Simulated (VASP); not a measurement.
The system is WSe2.

```
W Se
1.0
     3.35357    0.00000    0.00000
    -1.67679    2.90428    0.00000
     0.00000    0.00000   15.40853
W Se
2 4
Direct
  0.33333 0.66667 0.25000
  0.66667 0.33333 0.75000
  0.33333 0.66667 0.64002
  0.66667 0.33333 0.14002
  0.33333 0.66667 0.85998
  0.66667 0.33333 0.35998
```

This cell differs from its parent crystal: volume scaled by 1.03.

```yaml
Program: VASP 6.6.1
Task: relaxation of shape and atoms at fixed volume
Functional: PBE
Potentials_or_basis: VASP PAW PBE potentials, release 64 (W_sv, Se)
Cutoff: 600 eV
k_mesh: 12 × 12 × 2
Occupations: gaussian, width 0.02 eV
Spin: no spin polarisation
```

At the start: pressure -2.8 GPa; volume 25.01 Å³/atom.

Problem. How do energy, volume and symmetry change on relaxing?

Solution. Over 8 steps the energy falls by 6.0 meV/atom; space group P6_3/mmc (No. 194, to 0.05 Å).

The path:
```
step  energy change (eV)  largest force (eV/Å)  pressure (GPa)  volume (Å³)
   1              0.0000                0.4194           -2.84       150.07
   2             -0.0189                0.0630           -1.47       150.07
   3             -0.0190                0.0321           -1.35       150.07
   4             -0.0296                0.0156           -0.83       150.07
   5             -0.0359                0.0139            0.03       150.07
   6             -0.0359                0.0133            0.00       150.07
   7             -0.0359                0.0125           -0.10       150.07
   8             -0.0360                0.0008           -0.05       150.07
```

Final structure:
```
W Se
1.0
     3.32345    0.00000    0.00000
    -1.66173    2.87819    0.00000
     0.00000    0.00000   15.68913
W Se
2 4
Direct
  0.33333 0.66667 0.25000
  0.66667 0.33333 0.75000
  0.33333 0.66667 0.64293
  0.66667 0.33333 0.14293
  0.33333 0.66667 0.85707
  0.66667 0.33333 0.35707
```

Caveat: the cell differs from its parent crystal (volume scaled by 1.03); this functional lacks dispersion, which binds the layers, so the pressure and a relaxed spacing across them are unreliable.
